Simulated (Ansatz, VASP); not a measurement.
## Ga2P in VASP and in Ansatz

INCAR

```
ALGO     = Normal         # electronic algorithm
EDIFF    = 1E-6           # SCF threshold, eV
ENCUT    = 500            # plane-wave cutoff, eV
GGA      = PE             # functional
GGA_COMPAT= F            
ISIF     = 2              # what is computed and relaxed
ISMEAR   = -4             # smearing method
LASPH    = T              # aspherical terms in the spheres
LCHARG   = T              # write CHGCAR
LELF     = T              # ELF
LREAL    = F              # projectors in reciprocal space
LVHAR    = T            
LWAVE    = F              # write WAVECAR
NBANDS   = 22             # bands
NELM     = 120            # most SCF steps
PREC     = Accurate       # precision mode
SIGMA    = 0.1            # smearing width, eV
```

File KPOINTS:

```
k-points
0
Gamma
  12 12 12
```

The input POSCAR:

```
Ga2P
1.0
    4.7696634259     -0.0000000034      0.0000000000
   -2.3848317100      4.1306496960      0.0000000000
    0.0000000000      0.0000000000      2.7629112433
Ga P
2 1
Direct
    0.6666666667      0.3333333333      0.5000000000
    0.3333333333      0.6666666667      0.5000000000
    0.0000000000      0.0000000000      0.0000000000
```

Input for Ansatz:

```yaml
crystal:
  lattice:
    - [4.7696634259, -3.4e-09, 0.0]
    - [-2.38483171, 4.130649696, 0.0]
    - [0.0, 0.0, 2.7629112433]
  atoms:
    - { symbol: Ga, position: [0.6666666667, 0.3333333333, 0.5] }
    - { symbol: Ga, position: [0.3333333333, 0.6666666667, 0.5] }
    - { symbol: P, position: [0.0, 0.0, 0.0] }
basis:
  ecutwfc: 420
kpoints:
  mp_grid: { grid: [12, 12, 12] }
hamiltonian:
  xc: pbe
scf:
  occupations: { method: tetrahedron_uncorrected }
output:
  forces: true
  eigenvalues: true
  stress: true
```

Alike in both runs: task single point; functional PBE; k mesh 12 × 12 × 12; no spin polarisation.

|  | VASP | Ansatz |
| --- | --- | --- |
| version | VASP 6.6.1 | Ansatz 0.2.0 |
| potentials or method | VASP PAW PBE potentials, release 64 (Ga_d, P), cutoff 500 eV | scalar-relativistic, plane waves, PAW |
| occupations | tetrahedron | tetrahedron-uncorrected |
| valence electrons in the cell | 31 | 31 |

VASP gave:

| Item | Value |
| --- | --- |
| gap on the k mesh at the Fermi level (eV) | none |
| pressure (GPa) | 0.5 |
| traceless stress, the component that is largest in VASP (GPa) | -0.30 |

Problem. Which values does Ansatz return?

Solution. gap on the k mesh at the Fermi level (eV): none; pressure (GPa): 0.4; traceless stress, the component that is largest in VASP (GPa): -0.30.

A gap of «none» marks a metal or a gap that the smearing closes. Ansatz's warnings: band table not solved further.
